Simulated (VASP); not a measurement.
# MoN2 (P4/mbm) in VASP: further runs

MoN2 is run at these levels: PBEsol; tasks: single point, relaxation of volume and atoms at fixed shape.

Program: VASP 6.6.1. These are calculated values, not measurements. Logs are shortened: lines on timing, memory, paths and dates and some standing lists are left out, and cuts for length are marked.

### Step 1. The cell of the first run

The structure is tetragonal, space group P4/mbm (No. 127). The conventional cell has a = 4.288 Å, b = 4.288 Å, c = 2.729 Å, α = 90.00°, β = 90.00°, γ = 90.00°. Mo (site symmetry 4/m) has 8 N at 2.20 Å and 2 Mo at 2.73 Å within 2.9 Å. Within 1.8 Å of N (site symmetry m2m) lie 1 N at 1.37 Å.

### Step 2. Single point, PBEsol

Input file INCAR:

```
  PREC = Accurate
  ENCUT = 520
  EDIFF = 1E-6
  ISMEAR = -1
  SIGMA = 0.05
  LREAL = False
  LASPH = True
  NELM = 80
  ALGO = Normal
  ISIF = 2
  LWAVE = False
  LCHARG = False
  GGA = PS
  NBANDS = 33
```

Input file KPOINTS:

```
Automatic mesh
0
Gamma
  5 5 7
```

Input file POSCAR:

```
MoN2
1.0
    4.2876318073      0.0000000000      0.0000000000
    0.0000000000      4.2876318073      0.0000000000
    0.0000000000      0.0000000000      2.7290029633
Mo N
2 4
Direct
    0.5000000000      0.5000000000      0.0000000000
    0.0000000000      0.0000000000      0.0000000000
    0.8874284768      0.3874284768      0.5000000000
    0.1125715232      0.6125715232      0.5000000000
    0.3874284768      0.1125715232      0.5000000000
    0.6125715232      0.8874284768      0.5000000000
```

Potentials or basis: VASP PAW PBE potentials, release 64 (Mo_sv, N).

The run is started by

```sh
> cat potpaw_PBE.64/Mo_sv/POTCAR potpaw_PBE.64/N/POTCAR > POTCAR
> mpirun -np 1 vasp_std > vasp.out
```

OUTCAR:

```text
PREC = Accurate
   ENCUT = 520
   EDIFF = 1E-6
   ISMEAR = -1
   LREAL = False
   LASPH = True
   NELM = 80
   ISIF = 2
   GGA = PS

 ion  position               nearest neighbor table
   1  0.500  0.500  0.000-   3 2.20   4 2.20   5 2.20   6 2.20   3 2.20   4 2.20   5 2.20   6 2.20
                             2 3.03   2 3.03   2 3.03   2 3.03
   2  0.000  0.000  0.000-   3 2.20   4 2.20   5 2.20   6 2.20   3 2.20   4 2.20   5 2.20   6 2.20
                             1 3.03   1 3.03   1 3.03   1 3.03
   3  0.887  0.387  0.500-   4 1.37   2 2.20   1 2.20   1 2.20   2 2.20
   4  0.113  0.613  0.500-   3 1.37   2 2.20   1 2.20   1 2.20   2 2.20
   5  0.387  0.113  0.500-   6 1.37   2 2.20   1 2.20   1 2.20   2 2.20
   6  0.613  0.887  0.500-   5 1.37   2 2.20   1 2.20   1 2.20   2 2.20

  LATTYP: Found a simple tetragonal cell.
 ALAT       =     4.2876318073
 C/A-ratio  =     0.6364825820

  Lattice vectors:

 A1 = (   4.2876318073,   0.0000000000,   0.0000000000)
 A2 = (   0.0000000000,   4.2876318073,   0.0000000000)
 A3 = (   0.0000000000,   0.0000000000,   2.7290029633)

Analysis of symmetry for initial positions (statically):
=====================================================================
 Subroutine PRICEL returns:
 Original cell was already a primitive cell.

 Routine SETGRP: Setting up the symmetry group for a
 simple tetragonal supercell.

 Subroutine GETGRP returns: Found 16 space group operations
 (whereof  8 operations were pure point group operations)
 out of a pool of 16 trial point group operations.

The static configuration has the point symmetry C_4h.
 The point group associated with its full space group is D_4h.

Analysis of symmetry for dynamics (positions and initial velocities):
=====================================================================
 Subroutine PRICEL returns:
 Original cell was already a primitive cell.

 Routine SETGRP: Setting up the symmetry group for a
 simple tetragonal supercell.

 Subroutine GETGRP returns: Found 16 space group operations
 (whereof  8 operations were pure point group operations)
 out of a pool of 16 trial point group operations.

The dynamic configuration has the point symmetry C_4h.
 The point group associated with its full space group is D_4h.

 Subroutine INISYM returns: Found 16 space group operations
 (whereof  8 operations are pure point group operations),
 and found     1 'primitive' translations

----------------------------------------------------------------------------------------

                                     Primitive cell

  volume of cell :      50.1694

  direct lattice vectors                    reciprocal lattice vectors
     4.287631807  0.000000000  0.000000000     0.233228982  0.000000000  0.000000000
     0.000000000  4.287631807  0.000000000     0.000000000  0.233228982  0.000000000
     0.000000000  0.000000000  2.729002963     0.000000000  0.000000000  0.366434194

  length of vectors
     4.287631807  4.287631807  2.729002963     0.233228982  0.233228982  0.366434194

  position of ions in fractional coordinates (direct lattice)
     0.500000000  0.500000000  0.000000000
     0.000000000  0.000000000  0.000000000
     0.887428477  0.387428477  0.500000000
     0.112571523  0.612571523  0.500000000
     0.387428477  0.112571523  0.500000000
     0.612571523  0.887428477  0.500000000

  ion indices of the primitive-cell ions
   primitive index   ion index
                 1           1
                 2           2
                 3           3
                 4           4
                 5           5
                 6           6

----------------------------------------------------------------------------------------

 KPOINTS: Automatic mesh

Automatic generation of k-mesh.
 Grid dimensions read from file:
 generate k-points for:    5    5    7

 Generating k-lattice:

  Cartesian coordinates                     Fractional coordinates (reciprocal lattice)
     0.046645796  0.000000000  0.000000000     0.200000000  0.000000000  0.000000000
     0.000000000  0.046645796  0.000000000     0.000000000  0.200000000  0.000000000
     0.000000000  0.000000000  0.052347742     0.000000000  0.000000000  0.142857143

  Length of vectors
     0.046645796  0.046645796  0.052347742

  Shift w.r.t. Gamma in fractional coordinates (k-lattice)
     0.000000000  0.000000000  0.000000000

 Subroutine IBZKPT returns following result:
 ===========================================

 Found     24 irreducible k-points:

 Following reciprocal coordinates:
            Coordinates               Weight
  0.000000  0.000000  0.000000      1.000000
  0.200000  0.000000  0.000000      4.000000
  0.400000  0.000000  0.000000      4.000000
  0.200000  0.200000  0.000000      4.000000
  0.400000  0.200000  0.000000      8.000000
  0.400000  0.400000  0.000000      4.000000
[... 16 lines left out ...]
  0.400000  0.200000  0.428571     16.000000
  0.400000  0.400000  0.428571      8.000000
   k-points           NKPTS =     24   k-points in BZ     NKDIM =     24   number of bands    NBANDS=     33
   number of dos      NEDOS =    301   number of ions     NIONS =      6
   total plane-waves  NPLWV =  20480
   dimension x,y,z NGX =    32 NGY =   32 NGZ =   20
   dimension x,y,z NGXF=    64 NGYF=   64 NGZF=   40
   ions per type =               2   4
   NGX,Y,Z   is equivalent  to a cutoff of  12.41, 12.41, 12.18 a.u.
   NGXF,Y,Z  is equivalent  to a cutoff of  24.81, 24.81, 24.37 a.u.
 SYSTEM =  unknown system
   PREC   = accura    normal or accurate (medium, high low for compatibility)
   ISTART =      0    job   : 0-new  1-cont  2-samecut
   ICHARG =      2    charge: 1-file 2-atom 10-const
   ISPIN  =      1    spin polarized calculation?
   LNONCOLLINEAR =      F non collinear calculations
   LSORBIT =      F    spin-orbit coupling
   LASPH  =      T    aspherical Exc in radial PAW
   ENCUT  =  520.0 eV  38.22 Ry    6.18 a.u.   7.97  7.97  5.07*2*pi/ulx,y,z
   NELM   =     80;   NELMIN=  2; NELMDL= -5     # of ELM steps
   EDIFF  = 0.1E-05   stopping-criterion for ELM
   LREAL  =      F    real-space projection
   EDIFFG = 0.1E-04   stopping-criterion for IOM
   NSW    =      0    number of steps for IOM
   IBRION =     -1    ionic relax: 0-MD 1-quasi-New 2-CG
   NFREE  =      0    steps in history (QN), initial steepest desc. (CG)
   ISIF   =      2    stress and relaxation
   ISYM   =      2    0-nonsym 1-usesym 2-fastsym
   POTIM  = 0.5000    time-step for ionic-motion
   TEBEG  =    0.0;   TEEND  =   0.0 temperature during run
   PSTRESS=    0.0 pullay stress
   NELECT =      48.0000    total number of electrons
   NUPDOWN=      -1.0000    fix difference up-down
   EMIN   =  10.00;   EMAX   =-10.00  energy-range for DOS
   EFERMI =   0.00;   METHOD = LEGACY
   ISMEAR =    -1;   SIGMA  =   0.05  broadening in eV -4-tet -1-fermi 0-gaus
   EFERMI_NEDOS =   21; number of points for ismear=-14 and -15
   IALGO  =     38    algorithm
   IMIX   =      4    mixing-type and parameters
     AMIX     =   0.40;   BMIX     =  1.00
     AMIX_MAG =   1.60;   BMIX_MAG =  1.00
  volume/ion in A,a.u.               =       8.36        56.43
  Fermi-wavevector in a.u.,A,eV,Ry     =   1.613153  3.048417 35.405936  2.602263
  Thomas-Fermi vector in A             =   2.708268
   LORBIT       =      0    0 simple, 1 ext, 2 COOP (PROOUT), +10 PAW based schemes
   GGA     = PS    functional components
   LHFCALC =     F    Hartree Fock is set to
   AEXX    =    0.0000 exact exchange contribution
   IVDW    =     0    specifies the selected vdW correction
   LEPSILON=     F    determine dielectric tensor
   LRPA    =     F    only Hartree local field effects (RPA)
 non-spin polarized calculation
  energy-cutoff  :      520.00
  volume of cell :       50.17
 maximum number of plane-waves:      1372
 NGX is ok and might be reduce to    32
   NGX = 15   NGY = 15   NGZ = 11

 number of electron      48.0000002 magnetization

 Free energy of the ion-electron system (eV)
  ---------------------------------------------------
  ext. energy  EPLUGINS =         0.00000000
  ---------------------------------------------------
  free energy    TOTEN  =       -58.76400425 eV

  energy without entropy =      -58.74934295  energy(sigma->0) =      -58.75667360

 E-fermi :  12.6828     XC(G=0): -14.1024

 val. band max:       12.6793327971   @ k =   0.2000   0.2000   0.0000
 cond. band min:      12.7364776057   @ k =   0.4000   0.4000   0.0000
 fundamental gap:      0.0571448086
 Fermi energy:        12.6828352141

 k-point     1 :       0.0000    0.0000    0.0000
  band No.  band energies     occupation
      1     -49.2958      2.00000
      2     -49.2231      2.00000
      3     -23.5714      2.00000
      4     -23.5714      2.00000
      5     -23.1783      2.00000
      6     -23.1783      2.00000
[... 25 lines left out ...]
     32      18.7754      0.00000
     33      20.4518      0.00000

 k-point     2 :       0.2000    0.0000    0.0000
  band No.  band energies     occupation
      1     -49.2888      2.00000
      2     -49.2300      2.00000
      3     -23.5433      2.00000
      4     -23.5347      2.00000
      5     -23.2260      2.00000
      6     -23.2168      2.00000
[... 25 lines left out ...]
     32      18.3080      0.00000
     33      19.8967      0.00000
[... 754 lines left out ...]
     32      18.3314      0.00000
     33      21.6530      0.00000

 k-point    24 :       0.4000    0.4000    0.4286
  band No.  band energies     occupation
      1     -49.1456      2.00000
      2     -49.1392      2.00000
      3     -24.0623      2.00000
      4     -24.0445      2.00000
      5     -23.4471      2.00000
      6     -23.4153      2.00000
[... 25 lines left out ...]
     32      19.1378      0.00000
     33      21.6701      0.00000

------------------------ aborting loop because EDIFF is reached ----------------------------------------

  FORCE on cell =-STRESS in cart. coord.  units (eV):
  Direction    XX          YY          ZZ          XY          YZ          ZX
  --------------------------------------------------------------------------------------
  -------------------------------------------------------------------------------------
  Total        0.2841098      0.2841098      0.0876824      0.0000000      0.0000000     -0.0000000
  in kB        9.0731459      9.0731459      2.8001685      0.0000000      0.0000000     -0.0000000
  external PRESSURE =       6.9821534 kB  Pullay stress =       0.0000000 kB

 VOLUME and BASIS-vectors are now :
 -----------------------------------------------------------------------------
  energy-cutoff  :      520.00
  volume of cell :       50.17
      direct lattice vectors                 reciprocal lattice vectors
     4.287631807  0.000000000  0.000000000     0.233228982  0.000000000  0.000000000
     0.000000000  4.287631807  0.000000000     0.000000000  0.233228982  0.000000000
     0.000000000  0.000000000  2.729002963     0.000000000  0.000000000  0.366434194

 POSITION                                       TOTAL-FORCE (eV/Angst)
 -----------------------------------------------------------------------------------
      2.14382      2.14382      0.00000        -0.000000      0.000000      0.000000
      0.00000      0.00000      0.00000        -0.000000      0.000000      0.000000
      3.80497      1.66115      1.36450        -0.088461     -0.088461      0.000000
      0.48267      2.62648      1.36450         0.088461      0.088461      0.000000
      1.66115      0.48267      1.36450        -0.088461      0.088461      0.000000
      2.62648      3.80497      1.36450         0.088461     -0.088461     -0.000000
 -----------------------------------------------------------------------------------
    total drift:                                0.000000     -0.000000     -0.000000

  FREE ENERGIE OF THE ION-ELECTRON SYSTEM (eV)
  ---------------------------------------------------
  free  energy   TOTEN  =       -58.7640042484 eV

  energy  without entropy=      -58.7493429535  energy(sigma->0) =      -58.75667360
```

Run time: 41 s. Hardware: 1 thread of Intel Xeon 8259CL, shared host; peak memory 0.17 GiB.

What came out:

```
Free energy            : -58.7640 eV
Pressure               : 0.7 GPa
Largest force          : 0.125 eV/Å
Band gap on the k mesh : zero (band 24 reaches 14.44 eV, above the bottom of band 25 at 12.13 eV)
```

Forces on the atoms (eV/Å):
```
Mo   0.000  0.000  0.000
Mo   0.000  0.000  0.000
N   -0.088 -0.088  0.000
N    0.088  0.088  0.000
N   -0.088  0.088  0.000
N    0.088 -0.088  0.000
```

Caveat: the PAW data sets were made with another functional, which shifts forces and pressure a little.

### Step 3. Relaxation of volume and atoms at fixed shape, PBEsol

This run uses another cell than the first one, of 8.72 Å³/atom, 1.043 times its volume.

Input file INCAR:

```
SYSTEM = MoN2
PREC = Accurate
ENCUT = 600
EDIFF = 1E-6
ISMEAR = -1
SIGMA = 0.05
LREAL = .False.
LASPH = .True.
NELM = 80
ALGO = Normal
ISIF = 8
LWAVE = .False.
LCHARG = .False.
GGA = PS
IBRION = 2
NSW = 80
EDIFFG = -0.03
```

Input file KPOINTS:

```
Automatic mesh
0
Gamma
  5 5 7
  0 0 0
```

Input file POSCAR:

```
MoN2
1.0
    4.3480530000      0.0000000000      0.0000000000
    0.0000000000      4.3480530000      0.0000000000
    0.0000000000      0.0000000000      2.7674600000
Mo N
2 4
Direct
    0.5000000000      0.5000000000      0.0000000000
    0.0000000000      0.0000000000      0.0000000000
    0.8883530000      0.3883530000      0.5000000000
    0.1116470000      0.6116470000      0.5000000000
    0.3883530000      0.1116470000      0.5000000000
    0.6116470000      0.8883530000      0.5000000000
```

Potentials or basis: VASP PAW PBE potentials, release 64 (Mo_sv, N).

The run is started by

```sh
> cat potpaw_PBE.64/Mo_sv/POTCAR potpaw_PBE.64/N/POTCAR > POTCAR
> mpirun -np 1 vasp_std > vasp.out
```

Wall time 3.5 min (1 thread of Intel Xeon 8259CL, shared host); peak memory 0.2 GiB.

The run converged. Its results:

| Item | Value |
| --- | --- |
| Free energy | -58.7824 eV |
| Relaxed volume | 8.36 Å³/atom |
| Relaxed cell | a = 4.288 Å, b = 4.288 Å, c = 2.729 Å, α = 90.00°, β = 90.00°, γ = 90.00° |
| Space group after relaxing (to 0.05 Å) | P4/mbm (No. 127) |
| Energy gained by relaxing | 16.2 meV/atom |
| Ionic steps | 6 |
| Pressure after relaxing | 0.1 GPa |
| Band gap on the k mesh | zero (band 24 reaches 14.43 eV, above the bottom of band 25 at 12.13 eV) |

Stress tensor (GPa, compression positive):
```
 0.10  0.00  0.00
 0.00  0.10  0.00
 0.00  0.00 -0.02
```

The path:
| step | energy change (eV) | largest force (eV/Å) | pressure (GPa) | volume (Å³) |
| --- | --- | --- | --- | --- |
| 1 | 0.0000 | 0.0916 | -13.81 | 52.32 |
| 2 | 0.2182 | 0.8421 | 31.54 | 46.83 |
| 3 | -0.0926 | 0.3610 | -0.14 | 50.30 |
| 4 | -0.0926 | 0.3661 | 0.16 | 50.26 |
| 5 | -0.0875 | 0.5004 | 0.07 | 50.07 |
| 6 | -0.0971 | 0.0015 | 0.06 | 50.18 |

Final structure:
```
Mo N
1.0
     4.28799    0.00000    0.00000
     0.00000    4.28799    0.00000
     0.00000    0.00000    2.72923
Mo N
2 4
Direct
  0.50000 0.50000 0.00000
  0.00000 0.00000 0.00000
  0.88708 0.38708 0.50000
  0.11292 0.61292 0.50000
  0.38708 0.11292 0.50000
  0.61292 0.88708 0.50000
```

Levels at points of the mesh, in eV from the Fermi level:
```tsv
k point	band 22	band 23	band 24	band 25	band 26	band 27
(0.00, 0.00, 0.00)	-3.23	-2.43	-1.87	0.60	0.60	1.08
```

Caveat: the PAW data sets were made with another functional, which shifts forces and pressure a little.
